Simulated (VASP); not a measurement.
PbO2, 3 atoms in the cell. The structure is cubic, space group Fm-3m (No. 225). The conventional cell has a = 5.230 Å, b = 5.230 Å, c = 5.230 Å, α = 90.00°, β = 90.00°, γ = 90.00°. Within 3.0 Å of Pb (site symmetry m-3m) lie 8 O at 2.26 Å. O (site symmetry -43m) has 4 Pb at 2.26 Å and 6 O at 2.62 Å within 3.0 Å. 

| Quantity | Value |
| --- | --- |
| Program | VASP 6.6.1 |
| Task | single point |
| Functional | PBEsol |
| Potentials or basis | VASP PAW PBE potentials, release 64 (Pb_d, O) |
| Cutoff | 520 eV |
| k mesh | 9 × 9 × 9 |
| Occupations | fermi-dirac, width 0.05 eV |
| Spin | no spin polarisation |
| Dipole correction | no |
| Further INCAR settings | ALGO = Normal; EDIFF = 1e-07; NBANDS = 20 |

Potentials or basis: VASP PAW PBE potentials, release 64 (Pb_d, O).

The run is started by

```bash
$ cat potpaw_PBE.64/Pb_d/POTCAR potpaw_PBE.64/O/POTCAR > POTCAR
$ mpirun -np 1 vasp_std > vasp.out
```

Hardware: 1 thread of Intel Xeon 8259CL (shared host).

Problem. Estimate the wall time of this run.

Solution. Run time: 37 s on 1 thread of Intel Xeon 8259CL (shared host), peak memory 0.17 GiB. Counts: scf iterations 14, k points 35.
